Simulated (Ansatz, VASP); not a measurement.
## Pb: VASP beside Ansatz

```
CELL_PARAMETERS angstrom
3.30600 0.00000 0.00000
-1.65300 2.86308 0.00000
0.00000 0.00000 5.45025
ATOMIC_POSITIONS crystal
Pb 0.33333 0.66667 0.25000
Pb 0.66667 0.33333 0.75000
```

Change from the starting cell: strain -0.050 along x and y, -0.025 along z, atoms carried along.

Alike in both runs: task single point; functional PBEsol; k mesh 15 × 15 × 10; occupations gaussian, width 0.15 eV; no spin polarisation.

|  | VASP | Ansatz |
| --- | --- | --- |
| version | VASP 6.6.1 | Ansatz 0.2.0 |
| potentials or method | VASP PAW PBE potentials, release 64 (Pb_d), cutoff 520 eV | scalar-relativistic, plane waves, PAW |
| valence electrons in the cell | 28 | 28 |

Ansatz gave:

* gap on the k mesh at the Fermi level (eV): none
* pressure (GPa): 10.0
* traceless stress, the component that is largest in VASP (GPa): 0.61

Q: Estimate VASP's values.

A: gap on the k mesh at the Fermi level (eV): none; pressure (GPa): 9.9; traceless stress, the component that is largest in VASP (GPa): 0.61.

VASP's potentials were made for PBE, not for PBEsol. A gap of «none» marks a metal or a gap that the smearing closes.

Neither program's run includes spin-orbit coupling.
